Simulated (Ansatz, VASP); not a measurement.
# One calculation of TaSi2, two programs

```
Ta Si
1.0
     4.80510    0.00000    0.00000
    -2.40255    4.16134    0.00000
     0.00000    0.00000    6.59887
Ta Si
3 6
Direct
  0.50901 0.01802 0.50000
  0.50901 0.51802 0.83333
  0.00901 0.51802 0.16667
  0.15892 0.31784 0.50000
  0.84108 0.15892 0.83333
  0.68216 0.84108 0.16667
  0.84108 0.68216 0.50000
  0.15892 0.84108 0.83333
  0.31784 0.15892 0.16667
```

Change from the starting cell: all Ta atoms moved +0.075 Å, as atom 1 along Cartesian [0 1 0].

Alike in both runs: task single point; functional PBE; k mesh 9 × 9 × 6; occupations gaussian, width 0.15 eV; no spin polarisation.

|  | VASP | Ansatz |
| --- | --- | --- |
| version | VASP 6.6.1 | Ansatz 0.2.0 |
| potentials or method | VASP PAW PBE potentials, release 64 (Ta_pv, Si), cutoff 520 eV | scalar-relativistic, plane waves, PAW |
| valence electrons in the cell | 57 | 63 |

```csv
,VASP,Ansatz,Ansatz less VASP
gap on the k mesh at the Fermi level (eV),none,none,-
pressure (GPa),0.5,0.4,-0.09
"traceless stress, the component that is largest in VASP (GPa)",0.24,0.24,+0.005
rms of the force components (eV/Å),0.365,0.365,-0.0006
```

Atom by atom the forces differ by 0.002 eV/Å (rms over components). A gap of «none» marks a metal or a gap that the smearing closes. The functional is the same, so the differences come from potentials, cutoffs and numerics. VASP's potentials hold 57 valence electrons a cell and Ansatz's 63, so a difference there can come from the potentials and not from the codes.

Neither program's run includes spin-orbit coupling.
